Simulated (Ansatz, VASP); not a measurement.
**AlSn: VASP beside Ansatz**

INCAR

```
PREC = Accurate ; ENCUT = 520
EDIFF = 1E-7 ; ISMEAR = -1
SIGMA = 0.05 ; LREAL = F
LASPH = T ; NELM = 60
ALGO = Fast ; ISIF = 2
LWAVE = F ; LCHARG = F
NBANDS = 16
```

KPOINTS

```
Automatic mesh
0
Gamma
  7 7 8
```

File POSCAR:

```
AlSn
1.0
    4.2533501828      0.0000000000      0.0000000000
   -2.1266750913      3.6835093094      0.0000000000
    0.0000000000      0.0000000000      3.3503631350
Sn Al
1 1
Direct
    0.3333333333      0.6666666667      0.5000000000
    0.0000000000      0.0000000000      0.0000000000
```

Contents of input.yaml:

```yaml
crystal:
  lattice:
    - [4.2533501828, 0.0, 0.0]
    - [-2.1266750913, 3.6835093094, 0.0]
    - [0.0, 0.0, 3.350363135]
  atoms:
    - { symbol: Sn, position: [0.3333333333, 0.6666666667, 0.5] }
    - { symbol: Al, position: [0.0, 0.0, 0.0] }
kpoints:
  mp_grid: { grid: [7, 7, 8] }
scf:
  occupations: { method: fermi_dirac, width: 0.05 }
hamiltonian:
  xc: lda
  pseudopotentials: { kind: all_electron, lapw: { basis_error: 0.001 } }
output:
  forces: true
  stress: true
  eigenvalues: true
```

Change from the starting cell: volume scaled by 1.04.

Alike in both runs: task single point; functional LDA; k mesh 7 × 7 × 8; occupations fermi-dirac, width 0.05 eV; no spin polarisation.

|  | VASP | Ansatz |
| --- | --- | --- |
| version | VASP 6.6.1 | Ansatz 0.2.0 |
| potentials or method | VASP PAW LDA potentials, release 64 (Sn_d, Al), cutoff 520 eV | all-electron LAPW, scalar-relativistic |

```csv
,VASP,Ansatz,Ansatz less VASP
gap on the k mesh at the Fermi level (eV),none,none,-
pressure (GPa),-4.6,-4.5,+0.03
"traceless stress, the component that is largest in VASP (GPa)",-0.36,-0.37,-0.004
```

LDA's correlation is that of Perdew and Zunger in VASP and of Perdew and Wang (1992) in Ansatz. A gap of «none» marks a metal or a gap that the smearing closes. Ansatz ran all-electron here, and VASP with PAW potentials.
